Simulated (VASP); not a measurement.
Runs of VASP 6.6.1 on NaF (Villiaumite). The structure is that of space group Fm-3m (No. 225), or close to it. The cells are those of the table. 

```csv
cell,gap on the mesh (eV),pressure (GPa)
"a = 3.177, b = 3.177, c = 3.184 Å, angles 59.9, 59.9, 60.2°, 2 atoms",6.46,(a)
"a = 3.169 Å, angles 60.0°, 2 atoms",6.52,0.9
"a = 3.192 Å, angles 59.7°, 2 atoms",(b),-0.1
"a = 3.184 Å, angles 60.0°, 2 atoms",6.43,-0.1
```

Alike in all rows: task single point; level LDA; potentials or basis VASP PAW LDA potentials, release 64 (Na_pv, F); no spin polarisation; k mesh 10 × 10 × 10; cutoff (eV) 520; smearing gaussian 0.01 eV.

Fill in the values left out.

(a) 0.3; (b) 6.42.

A k mesh can miss the band edges.
